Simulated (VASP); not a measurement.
# Si5Mo3 in VASP: further runs

The runs below take Si5Mo3 through single point, with PBE.

All numbers are computed with VASP 6.6.1; they aren't measurements. Logs are shortened: lines on timing, memory, paths and dates and some standing lists are left out, and cuts for length are marked.

### 1 The cell of the first run

The cell holds a disordered packing, 24 atoms: a = 7.460 Å, b = 6.805 Å, c = 7.543 Å, α = 88.30°, β = 87.28°, γ = 88.68°.

### 2 Single point, PBE

INCAR

```
  PREC = Accurate
  ENCUT = 520
  EDIFF = 1E-6
  ISMEAR = -1
  SIGMA = 0.2671
  LREAL = Auto
  LASPH = True
  NELM = 100
  ALGO = Normal
  ISIF = 2
  LWAVE = False
  LCHARG = False
  GGA = PE
  ISYM = 0
  NBANDS = 111
```

KPOINTS

```
Automatic mesh
0
Gamma
  1 1 1
  0.25 0.25 0.25
```

POSCAR

```
Si5Mo3
1.0
    7.4574090000      0.0809830000      0.1775480000
    0.0809830000      6.8034930000      0.1053960000
    0.1775480000      0.1053960000      7.5398230000
Si Mo
15 9
Direct
   -0.0254558131      0.0447405805      0.8379659775
    0.5254514351     -0.0526332267      0.3751105935
    0.8061586330      0.5656252595      0.5250992639
    0.5203192040      0.3423696245      0.7376527243
    0.3084221084      0.7163189465      0.4574567758
    0.1814882281      0.3160903559      0.9237733391
    0.1695388387     -0.0418418911      1.0721777801
    0.6663888275      0.8279496733      0.6638774428
    0.4031353099      0.7077346549     -0.1484295148
    0.2552947352      1.0693600696      0.6546047111
    0.8142880109      0.4001614180      0.9179770373
    0.6020161638      0.6503306616      0.3182266989
    0.2027501205      0.5356872006      0.1613302903
    0.5321574439      0.0742536988      1.0625239435
    0.4623503681      0.3291218034      0.4482389700
    0.7712209082      0.1408832261      0.5777655181
    0.7993996438      0.9708308856      0.2476857215
    0.7432038332      0.7321048057      1.0210084146
    0.0717581900      0.6889182055      0.9004954432
    0.4899821250      0.4337263941      0.0253927216
    0.8199326669      0.3980342306      0.2376019144
    0.2336276057      0.1223929510      0.3183569639
    0.1427374199      0.4734651572      0.5418593942
    0.0186831214      0.8577879344      0.5468497645
```

Potentials or basis: VASP PAW PBE potentials, release 64 (Si, Mo_sv).

Command:

```
$ cat potpaw_PBE.64/Si/POTCAR potpaw_PBE.64/Mo_sv/POTCAR > POTCAR
$ mpirun -np 1 vasp_std > vasp.out
```

OUTCAR:

```text
PREC = Accurate
   ENCUT = 520
   EDIFF = 1E-6
   ISMEAR = -1
   LREAL = Auto
   LASPH = True
   NELM = 100
   ISIF = 2
   GGA = PE
   ISYM = 0

 ion  position               nearest neighbor table
   1  0.975  0.045  0.838-   7 2.39  10 2.46  19 2.55   6 2.55  24 2.57  16 2.60  11 2.74  18 3.03
                             8 3.12
   2  0.525  0.947  0.375-  12 2.14  17 2.22   5 2.33  14 2.49  22 2.51   8 2.57  15 2.70  16 2.82
                            10 2.97
   3  0.806  0.566  0.525-  12 2.28   8 2.30  21 2.48  23 2.58  24 2.59  16 2.92   4 3.02  11 3.14
                            15 3.15
   4  0.520  0.342  0.738-  15 2.25  20 2.27  16 2.57  11 2.68   9 2.76   6 2.84  10 2.85  14 3.01
                             3 3.02
   5  0.308  0.716  0.457-  23 2.15   2 2.33  24 2.42  12 2.42  13 2.74  15 2.85  10 2.87  22 2.98
                             9 3.09
   6  0.181  0.316  0.924-  13 2.38   1 2.55  20 2.61  19 2.65   7 2.65  10 2.70  11 2.79   4 2.84
                            23 3.07  22 3.26
   7  0.170  0.958  0.072-  22 2.27   1 2.39  19 2.42   6 2.65  14 2.83   9 2.91  13 2.94  17 3.01

   8  0.666  0.828  0.664-   3 2.30  16 2.35   9 2.50   2 2.57  24 2.74  18 2.83  12 2.97   1 3.12

   9  0.403  0.708  0.852-  20 2.34  19 2.49   8 2.50   4 2.76  18 2.90   7 2.91  13 2.94  10 3.05
                             5 3.09
  10  0.255  0.069  0.655-   1 2.46  24 2.48  22 2.56   6 2.70  15 2.77   4 2.85   5 2.87  23 2.97
                             2 2.97   9 3.05
  11  0.814  0.400  0.918-  21 2.41  18 2.45  20 2.52   4 2.68   1 2.74  19 2.78   6 2.79   3 3.14
                            16 3.19
  12  0.602  0.650  0.318-   2 2.14   3 2.28  21 2.41   5 2.42  18 2.48  15 2.59  17 2.69  20 2.86
                             8 2.97
  13  0.203  0.536  0.161-   6 2.38  20 2.43  19 2.43   5 2.74  23 2.90   7 2.94   9 2.94  22 3.03
                            21 3.05
  14  0.532  0.074  0.063-  20 2.47   2 2.49  17 2.56  18 2.80   7 2.83  22 2.90   4 3.01
  15  0.462  0.329  0.448-   4 2.25  22 2.49  12 2.59  23 2.63   2 2.70  10 2.77  16 2.81   5 2.85
                            21 3.08   3 3.15  20 3.25
  16  0.771  0.141  0.578-   8 2.35   4 2.57   1 2.60  24 2.64  17 2.77  15 2.81   2 2.82   3 2.92
                            21 3.07  11 3.19
  17  0.799  0.971  0.248-   2 2.22  18 2.45  14 2.56  12 2.69  16 2.77  21 2.91  24 2.92   7 3.01
                            22 3.49
  18  0.743  0.732  0.021-  11 2.45  17 2.45  12 2.48  19 2.59  14 2.80  20 2.80  21 2.82   8 2.83
                             9 2.90   1 3.03
  19  0.072  0.689  0.900-   7 2.42  13 2.43   9 2.49   1 2.55  18 2.59   6 2.65  11 2.78  24 2.91
                            23 3.13
  20  0.490  0.434  0.025-   4 2.27   9 2.34  13 2.43  14 2.47  11 2.52   6 2.61  18 2.80  12 2.86
                            21 3.00  15 3.25
  21  0.820  0.398  0.238-  12 2.41  11 2.41   3 2.48  18 2.82  17 2.91  20 3.00  13 3.05  16 3.07
                            15 3.08  23 3.46
  22  0.234  0.122  0.318-   7 2.27  15 2.49   2 2.51  10 2.56  14 2.90  24 2.91   5 2.98  23 3.01
                            13 3.03   6 3.26  17 3.49
  23  0.143  0.473  0.542-   5 2.15   3 2.58  15 2.63  24 2.75  13 2.90  10 2.97  22 3.01   6 3.07
                            19 3.13  21 3.46
  24  0.019  0.858  0.547-   5 2.42  10 2.48   1 2.57   3 2.59  16 2.64   8 2.74  23 2.75  22 2.91
                            19 2.91  17 2.92

IMPORTANT INFORMATION: All symmetrisations will be switched off!
NOSYMM: (Re-)initialisation of all symmetry stuff for point group C_1.

----------------------------------------------------------------------------------------

                                     Primitive cell

  volume of cell :     382.2000

  direct lattice vectors                    reciprocal lattice vectors
     7.457409000  0.080983000  0.177548000     0.134186363 -0.001548626 -0.003138177
     0.080983000  6.803493000  0.105396000    -0.001548626  0.147033030 -0.002018846
     0.177548000  0.105396000  7.539823000    -0.003138177 -0.002018846  0.132731227

  length of vectors
     7.459961832  6.804791221  7.542649566     0.134231987  0.147055044  0.132783668

  position of ions in fractional coordinates (direct lattice)
     0.974544187  0.044740580  0.837965977
     0.525451435  0.947366773  0.375110593
     0.806158633  0.565625260  0.525099264
     0.520319204  0.342369625  0.737652724
     0.308422108  0.716318947  0.457456776
     0.181488228  0.316090356  0.923773339
[... 16 lines left out ...]
     0.142737420  0.473465157  0.541859394
     0.018683121  0.857787934  0.546849765

  ion indices of the primitive-cell ions
   primitive index   ion index
                 1           1
                 2           2
                 3           3
                 4           4
                 5           5
                 6           6
[... 16 lines left out ...]
                23          23
[... 38 lines left out ...]
   NGXF,Y,Z  is equivalent  to a cutoff of  24.96, 26.39, 24.69 a.u.
 SYSTEM =  unknown system
   PREC   = accura    normal or accurate (medium, high low for compatibility)
   ISTART =      0    job   : 0-new  1-cont  2-samecut
   ICHARG =      2    charge: 1-file 2-atom 10-const
   ISPIN  =      1    spin polarized calculation?
   LNONCOLLINEAR =      F non collinear calculations
   LSORBIT =      F    spin-orbit coupling
   LASPH  =      T    aspherical Exc in radial PAW
   ENCUT  =  520.0 eV  38.22 Ry    6.18 a.u.  13.87 12.65 14.02*2*pi/ulx,y,z
   NELM   =    100;   NELMIN=  2; NELMDL= -5     # of ELM steps
   EDIFF  = 0.1E-05   stopping-criterion for ELM
   LREAL  =      T    real-space projection
   EDIFFG = 0.1E-04   stopping-criterion for IOM
   NSW    =      0    number of steps for IOM
   IBRION =     -1    ionic relax: 0-MD 1-quasi-New 2-CG
   NFREE  =      0    steps in history (QN), initial steepest desc. (CG)
   ISIF   =      2    stress and relaxation
   ISYM   =      0    0-nonsym 1-usesym 2-fastsym
   POTIM  = 0.5000    time-step for ionic-motion
   TEBEG  =    0.0;   TEEND  =   0.0 temperature during run
   PSTRESS=    0.0 pullay stress
   NELECT =     186.0000    total number of electrons
   NUPDOWN=      -1.0000    fix difference up-down
   EMIN   =  10.00;   EMAX   =-10.00  energy-range for DOS
   EFERMI =   0.00;   METHOD = LEGACY
   ISMEAR =    -1;   SIGMA  =   0.27  broadening in eV -4-tet -1-fermi 0-gaus
   EFERMI_NEDOS =   21; number of points for ismear=-14 and -15
   IALGO  =     38    algorithm
   IMIX   =      4    mixing-type and parameters
     AMIX     =   0.40;   BMIX     =  1.00
     AMIX_MAG =   1.60;   BMIX_MAG =  1.00
  volume/ion in A,a.u.               =      15.92       107.47
  Fermi-wavevector in a.u.,A,eV,Ry     =   1.287703  2.433405 22.560883  1.658178
  Thomas-Fermi vector in A             =   2.419701
   LORBIT       =      0    0 simple, 1 ext, 2 COOP (PROOUT), +10 PAW based schemes
   GGA     = PE    functional components
   LHFCALC =     F    Hartree Fock is set to
   AEXX    =    0.0000 exact exchange contribution
   IVDW    =     0    specifies the selected vdW correction
   LEPSILON=     F    determine dielectric tensor
   LRPA    =     F    only Hartree local field effects (RPA)
 non-spin polarized calculation
  energy-cutoff  :      520.00
  volume of cell :      382.20
 maximum number of plane-waves:     10310
 NGX is ok and might be reduce to    56
   NGX = 27   NGY = 25   NGZ = 29

 number of electron     186.0000007 magnetization

 Free energy of the ion-electron system (eV)
  ---------------------------------------------------
  ext. energy  EPLUGINS =         0.00000000
  ---------------------------------------------------
  free energy    TOTEN  =      -170.80353501 eV

  energy without entropy =     -167.25797034  energy(sigma->0) =     -169.03075267

 E-fermi :   9.8400     XC(G=0): -11.5848

 val. band max:        9.8185249339   @ k =   0.2500   0.2500   0.2500
 cond. band min:       9.9330607004   @ k =   0.2500   0.2500   0.2500
 fundamental gap:      0.1145357664
 Fermi energy:         9.8399633242

 k-point     1 :       0.2500    0.2500    0.2500
  band No.  band energies     occupation
      1     -51.0761      2.00000
      2     -50.9395      2.00000
      3     -50.8529      2.00000
      4     -50.8221      2.00000
      5     -50.8004      2.00000
      6     -50.7777      2.00000
[... 97 lines left out ...]
    104      11.1528      0.01456
    105      11.2553      0.00995
 [bands above 105 left out]

------------------------ aborting loop because EDIFF is reached ----------------------------------------

  FORCE on cell =-STRESS in cart. coord.  units (eV):
  Direction    XX          YY          ZZ          XY          YZ          ZX
  --------------------------------------------------------------------------------------
  -------------------------------------------------------------------------------------
  Total        7.9512404     16.6563554     16.4027736     -2.2850952      4.9916294     -4.6440074
  in kB       33.3314965     69.8232254     68.7602135     -9.5790893     20.9248454    -19.4676187
  external PRESSURE =      57.3049784 kB  Pullay stress =       0.0000000 kB

 VOLUME and BASIS-vectors are now :
 -----------------------------------------------------------------------------
  energy-cutoff  :      520.00
  volume of cell :      382.20
      direct lattice vectors                 reciprocal lattice vectors
     7.457409000  0.080983000  0.177548000     0.134186363 -0.001548626 -0.003138177
     0.080983000  6.803493000  0.105396000    -0.001548626  0.147033030 -0.002018846
     0.177548000  0.105396000  7.539823000    -0.003138177 -0.002018846  0.132731227

 POSITION                                       TOTAL-FORCE (eV/Angst)
 -----------------------------------------------------------------------------------
      7.41998      0.47163      6.49586        -1.647187      0.224155      0.072052
      4.06183      6.52749      3.02141        -2.369797      4.447475      2.430239
      6.15089      3.96886      4.16190         1.606794     -1.551748      1.323763
      4.03893      2.44919      5.69024        -0.115863     -1.036353     -0.168009
      2.43926      4.94666      3.57940         1.960093      2.575219     -1.414530
      1.54304      2.26258      7.03063         0.035672     -0.584403     -1.259729
[... 16 lines left out ...]
      1.19900      3.28989      4.16077        -2.002134     -3.629575      0.421558
      0.30589      5.89510      4.21687        -1.507321      0.626181      0.140960
 -----------------------------------------------------------------------------------
    total drift:                               -0.000126      0.000342     -0.005889

  FREE ENERGIE OF THE ION-ELECTRON SYSTEM (eV)
  ---------------------------------------------------
  free  energy   TOTEN  =      -170.8035350051 eV

  energy  without entropy=     -167.2579703399  energy(sigma->0) =     -169.03075267
```

Run time: 2.9 min. Hardware: 1 thread of Intel Xeon Platinum 8375C at 2.90GHz (Ice Lake), shared host; peak memory 0.39 GiB.

What came out:

```yaml
Free_energy: -170.8035 eV
Pressure: 5.7 GPa
Largest_force: 5.595 eV/Å
```

Forces in eV/Å, atoms in the order of the input:
```
Si  -1.647  0.224  0.072
Si  -2.370  4.447  2.430
Si   1.607 -1.552  1.324
Si  -0.116 -1.036 -0.168
Si   1.960  2.575 -1.415
Si   0.036 -0.584 -1.260
Si  -0.518 -1.405 -0.609
Si  -0.982 -0.505  1.413
Si   0.917  1.893 -1.083
Si   0.753  0.622  0.081
Si   1.044 -1.213 -1.855
Si  -0.001 -2.189 -1.708
Si  -1.089 -0.073  3.088
Si   0.037 -0.687  0.383
Si   0.414 -0.318 -1.536
Mo   0.790  3.549 -0.813
Mo   3.501  0.838 -0.637
Mo  -1.493  1.446 -2.182
Mo  -1.082 -1.823 -0.385
Mo  -0.003 -0.512  3.099
Mo   1.702 -1.707  0.661
Mo   0.049  1.013  0.536
Mo  -2.002 -3.630  0.422
Mo  -1.507  0.626  0.141
```

Caveat: the k points lie up to 0.92 Å⁻¹ apart, too coarse for converged energies, forces and pressures; the atoms stand as in a frame of molecular dynamics; so wide a smearing shifts energies and pressures.

### 3 Single point, PBE

INCAR

```
PREC     = Accurate       # precision mode
ENCUT    = 520            # plane-wave cutoff, eV
EDIFF    = 1E-7           # SCF threshold, eV
ISMEAR   = -1             # smearing method
SIGMA    = 0.1922         # smearing width, eV
LREAL    = Auto         
LASPH    = True           # aspherical terms in the spheres
NELM     = 100            # most SCF steps
ALGO     = Normal         # electronic algorithm
ISIF     = 2              # what is computed and relaxed
LWAVE    = False          # write WAVECAR
LCHARG   = True           # write CHGCAR
GGA      = PE             # functional
LELF     = True           # ELF
LVHAR    = True         
NBANDS   = 111            # bands
ISYM     = 0
```

KPOINTS is that of step 2.

POSCAR

```
Si5Mo3
1.0
    7.4574090000      0.0809830000      0.1775480000
    0.0809830000      6.8034930000      0.1053960000
    0.1775480000      0.1053960000      7.5398230000
Si Mo
15 9
Direct
    0.8924040969     -0.0441668009      0.8327067415
    0.5471237937      1.0451161625      0.3766725295
    0.7935057158      0.5750276140      0.5537988142
    0.5159488725      0.2354885967      0.7635099330
    0.3364761842      0.7808827493      0.4704431932
    0.2223381109      0.3415891520      0.8616929314
    0.1530241654      0.9400703502      0.0422843097
    0.6440571266      0.8599244591      0.6960727522
    0.3908483606      0.7031042240      0.8645798824
    0.2576518694      0.0862586433      0.6590620377
    0.8779652657      0.3649409288      0.8492797124
    0.6067038118      0.6561643237      0.3157702583
    0.1069496077      0.4840188317      0.2103416303
    0.5677043609      0.0503940425      0.0791973360
    0.4395178608      0.3840076260      0.4016122945
    0.7683687350      0.2063140598      0.5661688598
    0.8569404066      0.9395112496      0.2619092274
    0.7340079110      0.7087383924      0.0148975874
    0.0784727483      0.6486803016      0.9034038347
    0.4873790626      0.4172955330      0.0578612445
    0.8422177635      0.3641711672      0.1983632422
    0.2291947845      0.1219085155      0.3001004473
    0.1252657405      0.4537880321      0.5249905568
    0.0096392654      0.8553697508      0.5359432201
```

Potentials or basis: VASP PAW PBE potentials, release 64 (Si, Mo_sv).

Command:

```
$ cat potpaw_PBE.64/Si/POTCAR potpaw_PBE.64/Mo_sv/POTCAR > POTCAR
$ mpirun -np 1 vasp_std > vasp.out
```

Run time: 3 min. Hardware: 1 thread of Intel Xeon Platinum 8375C at 2.90GHz (Ice Lake), shared host; peak memory 0.39 GiB.

The run converged. Its results:

```yaml
Free_energy: -173.5353 eV
Pressure: 1.6 GPa
Largest_force: 5.179 eV/Å
```

Forces in eV/Å, atoms in the order of the input:
```
Si   1.551  2.401  0.556
Si   0.399  0.233  1.727
Si   0.172 -0.475 -0.274
Si   0.070  0.411  0.918
Si  -0.519 -0.738  0.337
Si   0.214 -1.056  0.410
Si   0.291  1.303  0.443
Si  -1.205 -0.405 -1.216
Si   1.893  0.390 -0.382
Si  -1.332  0.035 -0.690
Si  -0.974 -0.853  0.101
Si   0.399  0.188 -0.594
Si   4.799  1.871 -0.548
Si  -0.085 -0.056 -1.177
Si   0.192 -0.439  0.402
Mo   1.414 -0.790 -0.109
Mo  -0.656  0.496 -0.453
Mo  -2.162 -0.102 -1.319
Mo  -1.290 -0.615  0.372
Mo  -0.951  0.133 -0.477
Mo  -3.474 -2.460  0.053
Mo   0.606  0.092  0.521
Mo  -0.752  0.157  1.534
Mo   1.400  0.279 -0.134
```

Stress tensor (GPa, compression positive):
```
 2.80  1.19 -1.86
 1.19 -0.01  0.69
-1.86  0.69  1.92
```

Levels at points of the mesh, in eV from the Fermi level:
```
           k point  band 90  band 91  band 92  band 93  band 94  band 95  band 96  band 97
(0.25, 0.25, 0.25)    -0.47    -0.43    -0.23    -0.04     0.08     0.15     0.44     0.50
```

Caveat: the k points lie up to 0.92 Å⁻¹ apart, too coarse for converged energies, forces and pressures; the atoms stand as in a frame of molecular dynamics.

### 4 Single point, PBE

INCAR

```
  ALGO = Normal
  EDIFF = 1E-6
  ENCUT = 520
  GGA = PE
  ISIF = 2
  ISMEAR = -1
  ISYM = 0
  LASPH = T
  LCHARG = F
  LREAL = Auto
  LWAVE = F
  NBANDS = 111
  NELM = 100
  PREC = Accurate
  SIGMA = 0.1922
```

KPOINTS is that of step 3.

POSCAR

```
Si5Mo3
1.0
    7.4574090000      0.0809830000      0.1775480000
    0.0809830000      6.8034930000      0.1053960000
    0.1775480000      0.1053960000      7.5398230000
Si Mo
15 9
Direct
    0.8791167279     -0.0455895814      0.8570808019
    0.5823047556      1.0836141388      0.3836199284
    0.7752203700      0.5534623670      0.5508177651
    0.4939906734      0.3113780165      0.7398572813
    0.2912769630      0.7657150972      0.4493075036
    0.1964980021      0.3173115955      0.9965822540
    0.1238508229      0.9604979129      0.0389233137
    0.6239307574      0.8638931848      0.6581177643
    0.3988145713      0.6765505415      0.8520430187
    0.1945571497      0.0949793366      0.6476899159
    0.9106216652      0.3359814299      0.8689876202
    0.6170020468      0.6636780086      0.2943246165
    0.1760452398      0.5648675906      0.2139419898
    0.5921564046      0.0418471749      0.0516569540
    0.4425636122      0.3897190160      0.4407119226
    0.8074119082      0.1714632518      0.6177684927
    0.8576842507      0.9501698657      0.2211860641
    0.7055886075      0.6857446291     -0.0464577997
    0.0832549058      0.6241603647      0.8823683596
    0.5057177761      0.4182197467      0.0682126267
    0.8217634203      0.3350932908      0.2219749795
    0.2032329988      0.1669555073      0.2898587865
    0.1051662405      0.4700583645      0.5923614749
   -0.0106406236      0.8548414127      0.5605349563
```

Command:

```
$ cat potpaw_PBE.64/Si/POTCAR potpaw_PBE.64/Mo_sv/POTCAR > POTCAR
$ mpirun -np 1 vasp_std > vasp.out
```

Wall time 3.2 min (1 thread of Intel Xeon Platinum 8375C at 2.90GHz (Ice Lake), shared host); peak memory 0.39 GiB.

Results (log left out):

```
Free energy   : -172.5790 eV
Pressure      : 2.1 GPa
Largest force : 3.519 eV/Å
```

Forces in eV/Å, atoms in the order of the input:
```
Si   0.830  0.756  1.045
Si  -0.777 -0.528 -0.354
Si   0.380 -0.605 -0.053
Si  -0.124 -0.408  1.367
Si   1.527  0.285 -0.485
Si   0.198 -1.833 -0.830
Si   2.377  0.415 -0.279
Si  -0.968 -0.366 -0.355
Si   0.215  0.732 -0.811
Si   0.829  1.141  0.641
Si  -1.392 -0.291  1.099
Si  -0.091  0.506 -0.163
Si  -0.593 -0.268  0.814
Si  -0.836  0.487  0.041
Si  -0.858  0.831 -0.699
Mo  -0.434  1.136 -3.303
Mo  -0.565 -1.262  1.212
Mo  -0.723  0.070  0.156
Mo  -0.805  2.649  1.659
Mo  -1.197 -1.591  1.065
Mo   1.402  0.519 -0.455
Mo   1.046 -0.697  2.073
Mo   1.180 -0.208 -2.245
Mo  -0.622 -1.470 -1.139
```

Stress tensor (GPa, compression positive):
```
 0.91  0.07  0.93
 0.07  4.02 -0.94
 0.93 -0.94  1.22
```

Levels at points of the mesh, in eV from the Fermi level:
```
           k point  band 89  band 90  band 91  band 92  band 93  band 94  band 95  band 96  band 97  band 98
(0.25, 0.25, 0.25)    -0.54    -0.38    -0.33    -0.21    -0.11     0.02     0.22     0.33     0.49     0.69
```

Caveat: the k points lie up to 0.92 Å⁻¹ apart, too coarse for converged energies, forces and pressures; the atoms stand as in a frame of molecular dynamics.

### 5 Summary

```csv
cell,smearing,pressure (GPa),largest force (eV/Å)
"as given, atomic positions A",fermi-dirac 0.2671 eV,5.7,5.59
"as given, atomic positions B",fermi-dirac 0.1922 eV,1.6,5.18
"as given, atomic positions C",fermi-dirac 0.1922 eV,2.1,3.52
```

Alike in all rows: task single point; level PBE; potentials or basis VASP PAW PBE potentials, release 64 (Si, Mo_sv); no spin polarisation; k mesh 1 × 1 × 1, shifted; cutoff (eV) 520.

Caveats: all runs use coarse meshes; the atoms stand as in a frame of molecular dynamics; so wide a smearing shifts energies and pressures (at least some runs).

Total energies depend on the potentials used, so only differences within one code and one set of settings carry meaning.
